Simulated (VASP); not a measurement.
Cu: relaxation of cell and atoms with PBEsol

The system is Cu.

```
Cu
1.0
     1.26018   -0.72756    4.11563
    -1.26018   -3.63782    2.05782
     3.78054   -2.18269    0.00000
Cu
6
Cartesian
  1.2602 -3.6378 2.0578
  0.0000 0.0000 0.0000
  0.0000 -1.4551 2.0578
  0.0000 -2.9103 4.1156
  2.5204 -1.4551 2.0578
  2.5204 -2.9103 4.1156
```

| Property | Result |
| --- | --- |
| Program | VASP 6.6.1 |
| Task | relaxation of cell and atoms |
| Functional | PBEsol |
| Potentials or basis | VASP PAW PBE potentials, release 64 (Cu) |
| Cutoff | 600 eV |
| k mesh | 10 × 10 × 8 |
| Occupations | gaussian, width 0.1 eV |
| Spin | no spin polarisation |
| Dipole correction | no |
| Further INCAR settings | ALGO = Fast; EDIFF = 1e-06; IBRION = 2; EDIFFG = -0.015; NSW = 80; ISIF = 3 |

* Relaxed volume: 11.37 Å³/atom
* Relaxed cell: a = 4.371 Å, b = 4.371 Å, c = 4.373 Å, α = 80.40°, β = 70.52°, γ = 60.00°
* Space group after relaxing (to 0.1 Å): Fm-3m (No. 225)
* Energy gained by relaxing: 0.1 meV/atom
* Ionic steps: 3
* Pressure after relaxing: 0.0 GPa
* Band gap on the k mesh: zero (bands 33 and 34 overlap by 4.69 eV)

The path:
| step | energy change (eV) | largest force (eV/Å) | pressure (GPa) | volume (Å³) |
| --- | --- | --- | --- | --- |
| 1 | 0.0000 | 0.0000 | 0.52 | 67.92 |
| 2 | -0.0006 | 0.0000 | -0.50 | 68.28 |
| 3 | -0.0006 | 0.0000 | -0.01 | 68.20 |

Final structure:
```xyz
6
Lattice="1.2621 -0.7287 4.1204 -1.2614 -3.6422 2.0602 3.7868 -2.1863 -0.0002" Properties=species:S:1:pos:R:3 pbc="T T T"
Cu    1.2628   -3.6428    2.0601
Cu    0.0000    0.0000    0.0000
Cu    0.0002   -1.4570    2.0602
Cu    0.0005   -2.9139    4.1204
Cu    2.5245   -1.4575    2.0601
Cu    2.5247   -2.9145    4.1203
```

Levels at points of the mesh, in eV from the Fermi level:
| k point | band 29 | band 30 | band 31 | band 32 | band 33 | band 34 | band 35 | band 36 | band 37 | band 38 |
| --- | --- | --- | --- | --- | --- | --- | --- | --- | --- | --- |
| (0.00, 0.00, 0.00) | -1.71 | -1.67 | -1.67 | -1.17 | 3.31 | 3.31 | 3.60 | 3.60 | 3.92 | 4.94 |
| (0.50, 0.00, 0.00) | -1.80 | -1.80 | -1.63 | -1.63 | 0.95 | 0.95 | 1.69 | 1.69 | 6.87 | 6.87 |
| (0.00, 0.50, 0.00) | -1.67 | -1.67 | -1.52 | -1.52 | -1.16 | 1.41 | 3.60 | 3.60 | 3.93 | 4.93 |
| (0.00, 0.00, 0.50) | -1.79 | -1.79 | -1.79 | -1.79 | 3.43 | 3.43 | 3.43 | 3.43 | 5.44 | 5.44 |
| (0.50, 0.00, 0.50) | -1.67 | -1.67 | -1.52 | -1.52 | -1.16 | -0.08 | -0.08 | 1.42 | 3.92 | 7.36 |
| (0.00, 0.50, 0.50) | -1.63 | -1.63 | -1.21 | -1.21 | -1.21 | -1.21 | 0.95 | 0.95 | 6.87 | 6.87 |

Run time: 20 min on 1 thread of Oxide Virtual Turin-like Processor, on a shared host, peak memory 0.56 GiB.

Caveat: the PAW data sets were made with another functional, which shifts forces and pressure a little.
